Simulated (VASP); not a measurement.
# ZnBF5 (Immm) in VASP: single point with PBEsol

Aim: the single point of ZnBF5 with PBEsol.

Everything below comes from runs of VASP 6.6.1. Logs are shortened: lines on timing, memory, paths and dates and some standing lists are left out, and cuts for length are marked.

## 1. The cell of the first run

The structure is orthorhombic, space group Immm (No. 71). The conventional cell has a = 3.680 Å, b = 6.314 Å, c = 8.367 Å, α = 90.00°, β = 90.00°, γ = 90.00°. Within 2.4 Å of Zn (site symmetry mmm) lie 4 F at 1.84 to 1.93 Å. B (site symmetry mmm) has 2 F at 1.28 Å within 1.7 Å. F (site symmetry m2m) has 1 Zn at 1.93 Å and 2 B at 2.21 Å and 7 F at 2.45 to 2.67 Å within 2.7 Å. Within 1.7 Å of F (site symmetry mm2) lie 1 B at 1.28 Å. Within 2.4 Å of F (site symmetry mmm) lie 2 Zn at 1.84 Å.

## 2. Single point, PBEsol

File INCAR:

```
SYSTEM = ZnBF5
PREC = Accurate
ENCUT = 520
EDIFF = 1E-6
ISMEAR = -1
SIGMA = 0.03
LREAL = .False.
LASPH = .True.
NELM = 100
ALGO = Normal
ISIF = 2
LWAVE = .False.
LCHARG = .False.
GGA = PS
NBANDS = 34
```

File KPOINTS:

```
Automatic mesh
0
Gamma
  8 8 8
  0 0 0
```

File POSCAR:

```
ZnBF5
1.0
   -1.8401118646      3.1572002240      4.1834570708
    1.8401118646     -3.1572002240      4.1834570708
    1.8401118646      3.1572002240     -4.1834570708
Zn B F
1 1 5
Direct
    0.5000000000      0.5000000000      0.0000000000
    0.0000000000      0.0000000000      0.0000000000
    0.8062656839      0.5000000000      0.3062656839
    0.1937343161      0.5000000000      0.6937343161
    0.1527624568      0.1527624568      0.0000000000
    0.8472375432      0.8472375432      0.0000000000
    0.5000000000      0.0000000000      0.5000000000
```

Potentials or basis: VASP PAW PBE potentials, release 64 (Zn, B, F).

The run is started by

```console
$ cat potpaw_PBE.64/Zn/POTCAR potpaw_PBE.64/B/POTCAR potpaw_PBE.64/F/POTCAR > POTCAR
$ mpirun -np 1 vasp_std > vasp.out
```

OUTCAR:

```text
SYSTEM = ZnBF5
   PREC = Accurate
   ENCUT = 520
   EDIFF = 1E-6
   ISMEAR = -1
   LREAL = .False.
   LASPH = .True.
   NELM = 100
   ISIF = 2
   GGA = PS

 ion  position               nearest neighbor table
   1  0.500  0.500  0.000-   7 1.84   7 1.84   3 1.93   4 1.93
   2  0.000  0.000  0.000-   5 1.28   6 1.28
   3  0.806  0.500  0.306-   1 1.93
   4  0.194  0.500  0.694-   1 1.93
   5  0.153  0.153  0.000-   2 1.28
   6  0.847  0.847  0.000-   2 1.28
   7  0.500  0.000  0.500-   1 1.84   1 1.84

  LATTYP: Found a body centered orthorhombic cell.
 ALAT       =     3.6802237292
 B/A-ratio  =     1.7157653753
 C/A-ratio  =     2.2734797548

  Lattice vectors:

 A1 = (  -1.8401118646,   3.1572002240,   4.1834570708)
 A2 = (   1.8401118646,  -3.1572002240,   4.1834570708)
 A3 = (   1.8401118646,   3.1572002240,  -4.1834570708)

Analysis of symmetry for initial positions (statically):
=====================================================================
 Subroutine PRICEL returns:
 Original cell was already a primitive cell.

 Routine SETGRP: Setting up the symmetry group for a
 body centered orthorhombic supercell.

 Subroutine GETGRP returns: Found  8 space group operations
 (whereof  8 operations were pure point group operations)
 out of a pool of  8 trial point group operations.

The static configuration has the point symmetry D_2h.

Analysis of symmetry for dynamics (positions and initial velocities):
=====================================================================
 Subroutine PRICEL returns:
 Original cell was already a primitive cell.

 Routine SETGRP: Setting up the symmetry group for a
 body centered orthorhombic supercell.

 Subroutine GETGRP returns: Found  8 space group operations
 (whereof  8 operations were pure point group operations)
 out of a pool of  8 trial point group operations.

The dynamic configuration has the point symmetry D_2h.

 Subroutine INISYM returns: Found  8 space group operations
 (whereof  8 operations are pure point group operations),
 and found     1 'primitive' translations

----------------------------------------------------------------------------------------

                                     Primitive cell

  volume of cell :      97.2169

[... 99 lines left out ...]
   LREAL  =      F    real-space projection
   EDIFFG = 0.1E-04   stopping-criterion for IOM
   NSW    =      0    number of steps for IOM
   IBRION =     -1    ionic relax: 0-MD 1-quasi-New 2-CG
   NFREE  =      0    steps in history (QN), initial steepest desc. (CG)
   ISIF   =      2    stress and relaxation
   ISYM   =      2    0-nonsym 1-usesym 2-fastsym
   POTIM  = 0.5000    time-step for ionic-motion
   TEBEG  =    0.0;   TEEND  =   0.0 temperature during run
   PSTRESS=    0.0 pullay stress
   NELECT =      50.0000    total number of electrons
   NUPDOWN=      -1.0000    fix difference up-down
   EMIN   =  10.00;   EMAX   =-10.00  energy-range for DOS
   EFERMI =   0.00;   METHOD = LEGACY
   ISMEAR =    -1;   SIGMA  =   0.03  broadening in eV -4-tet -1-fermi 0-gaus
   EFERMI_NEDOS =   21; number of points for ismear=-14 and -15
   IALGO  =     38    algorithm
   IMIX   =      4    mixing-type and parameters
     AMIX     =   0.40;   BMIX     =  1.00
     AMIX_MAG =   1.60;   BMIX_MAG =  1.00
  volume/ion in A,a.u.               =      13.89        93.72
  Fermi-wavevector in a.u.,A,eV,Ry     =   1.311649  2.478657 23.407775  1.720423
  Thomas-Fermi vector in A             =   2.442096
   LORBIT       =      0    0 simple, 1 ext, 2 COOP (PROOUT), +10 PAW based schemes
   GGA     = PS    functional components
   LHFCALC =     F    Hartree Fock is set to
   AEXX    =    0.0000 exact exchange contribution
   IVDW    =     0    specifies the selected vdW correction
   LEPSILON=     F    determine dielectric tensor
   LRPA    =     F    only Hartree local field effects (RPA)
 non-spin polarized calculation
  energy-cutoff  :      520.00
  volume of cell :       97.22
 maximum number of plane-waves:      2645
 NGX is ok and might be reduce to    42
   NGX = 21   NGY = 21   NGZ = 21

 number of electron      49.9999985 magnetization

 Free energy of the ion-electron system (eV)
  ---------------------------------------------------
  ext. energy  EPLUGINS =         0.00000000
  ---------------------------------------------------
  free energy    TOTEN  =       -33.00235296 eV

  energy without entropy =      -33.00235296  energy(sigma->0) =      -33.00235296

 E-fermi :  -0.7614     XC(G=0):  -8.5618

 val. band max:       -1.3870719982   @ k =   0.3750   0.3750   0.1250
 cond. band min:       1.7390199415   @ k =   0.0000   0.0000   0.0000
 fundamental gap:      3.1260919397
 Fermi energy:        -0.7613727304

 k-point     1 :       0.0000    0.0000    0.0000
  band No.  band energies     occupation
      1     -27.3818      2.00000
      2     -27.3253      2.00000
      3     -23.8436      2.00000
      4     -22.6832      2.00000
      5     -22.4694      2.00000
      6     -10.3214      2.00000
[... 877 lines left out ...]
     33       9.6498      0.00000
     34      11.5635      0.00000

 [... further k-points ...]

------------------------ aborting loop because EDIFF is reached ----------------------------------------

  FORCE on cell =-STRESS in cart. coord.  units (eV):
  Direction    XX          YY          ZZ          XY          YZ          ZX
  --------------------------------------------------------------------------------------
  -------------------------------------------------------------------------------------
  Total        0.1724406      0.1467325      0.4973558      0.0000000      0.0000000      0.0000000
  in kB        2.8418975      2.4182169      8.1966440      0.0000000      0.0000000      0.0000000
  external PRESSURE =       4.4855861 kB  Pullay stress =       0.0000000 kB

 VOLUME and BASIS-vectors are now :
 -----------------------------------------------------------------------------
  energy-cutoff  :      520.00
  volume of cell :       97.22
      direct lattice vectors                 reciprocal lattice vectors
    -1.840111865  3.157200224  4.183457071     0.000000000  0.158368163  0.119518377
     1.840111865 -3.157200224  4.183457071     0.271722611  0.000000000  0.119518377
     1.840111865  3.157200224 -4.183457071     0.271722611  0.158368163  0.000000000

 POSITION                                       TOTAL-FORCE (eV/Angst)
 -----------------------------------------------------------------------------------
      0.00000      0.00000      4.18346        -0.000000     -0.000000      0.000000
      0.00000      0.00000      0.00000        -0.000000     -0.000000      0.000000
     -0.00000      1.93388      4.18346        -0.000000      0.105965     -0.000000
      1.84011      1.22332      0.00000         0.000000     -0.105965      0.000000
      0.00000      0.00000      1.27815         0.000000     -0.000000      0.306551
      0.00000      0.00000      7.08876         0.000000     -0.000000     -0.306551
      0.00000      3.15720      0.00000        -0.000000     -0.000000     -0.000000
 -----------------------------------------------------------------------------------
    total drift:                                0.000000      0.000000     -0.000000

  FREE ENERGIE OF THE ION-ELECTRON SYSTEM (eV)
  ---------------------------------------------------
  free  energy   TOTEN  =       -33.0023529615 eV

  energy  without entropy=      -33.0023529615  energy(sigma->0) =      -33.00235296
```

OSZICAR:

```text
N       E                     dE             d eps       ncg     rms          rms(c)
DAV:   1     0.513613476363E+03    0.51361E+03   -0.26286E+04  6476   0.162E+03
DAV:   2     0.189134648306E+02   -0.49470E+03   -0.45846E+03  7314   0.420E+02
DAV:   3    -0.348603467741E+02   -0.53774E+02   -0.53236E+02  7720   0.152E+02
DAV:   4    -0.359162599541E+02   -0.10559E+01   -0.10539E+01  6870   0.227E+01
DAV:   5    -0.359254186002E+02   -0.91586E-02   -0.91566E-02  7370   0.218E+00    0.147E+01
DAV:   6    -0.330284122466E+02    0.28970E+01   -0.78824E+00  8426   0.367E+01    0.848E+00
DAV:   7    -0.330385202098E+02   -0.10108E-01   -0.13074E+00  6688   0.684E+00    0.507E+00
DAV:   8    -0.330209637878E+02    0.17556E-01   -0.31811E-01  8798   0.710E+00    0.103E+00
DAV:   9    -0.330011652065E+02    0.19799E-01   -0.54120E-02  9512   0.529E+00    0.296E-01
DAV:  10    -0.330017372844E+02   -0.57208E-03   -0.16387E-02  9148   0.144E+00    0.108E-01
DAV:  11    -0.330023165490E+02   -0.57926E-03   -0.19365E-03  6670   0.262E-01    0.585E-02
DAV:  12    -0.330023508618E+02   -0.34313E-04   -0.25987E-04  8422   0.213E-01    0.134E-02
DAV:  13    -0.330023550114E+02   -0.41496E-05   -0.41575E-05  8702   0.101E-01    0.152E-02
DAV:  14    -0.330023527157E+02    0.22957E-05   -0.22750E-05  9248   0.912E-02    0.287E-03
DAV:  15    -0.330023529615E+02   -0.24585E-06   -0.22846E-06  5756   0.177E-02
   1 F= -.33002353E+02 E0= -.33002353E+02  d E =-.215207E-10
```

stdout:

```text
POSCAR found type information on POSCAR ZnB F
 POSCAR found :  3 types and       7 ions
 scaLAPACK will be used
 -----------------------------------------------------------------------------
|                                                                             |
|                                                                             |
|     You enforced a specific xc type in the INCAR file but a different       |
|     I HOPE YOU KNOW WHAT YOU ARE DOING!                                     |
|                                                                             |
 -----------------------------------------------------------------------------

 LDA part: xc-table for (Slater+PW92), standard interpolation
 POSCAR, INCAR and KPOINTS ok, starting setup
 FFT: planning ... GRIDC
 FFT: planning ... GRID_SOFT
 FFT: planning ... GRID
 WAVECAR not read
 entering main loop
```

Run time: 9.4 min. Hardware: 1 thread of Intel Xeon 8259CL, shared host; peak memory 0.44 GiB.

Results:

```
Free energy            : -33.0024 eV
Pressure               : 0.4 GPa
Largest force          : 0.307 eV/Å
Band gap on the k mesh : 3.13 eV (least direct gap 4.90 eV)
```

Forces in eV/Å, atoms in the order of the input:
```
Zn   0.000  0.000  0.000
B    0.000  0.000  0.000
F    0.000  0.106  0.000
F    0.000 -0.106  0.000
F    0.000  0.000  0.307
F    0.000  0.000 -0.307
F    0.000  0.000  0.000
```

Stress tensor (GPa, compression positive):
```
0.28 0.00 0.00
0.00 0.24 0.00
0.00 0.00 0.82
```

Caveat: the PAW data sets were made with another functional, which shifts forces and pressure a little. A k mesh can miss the band edges.
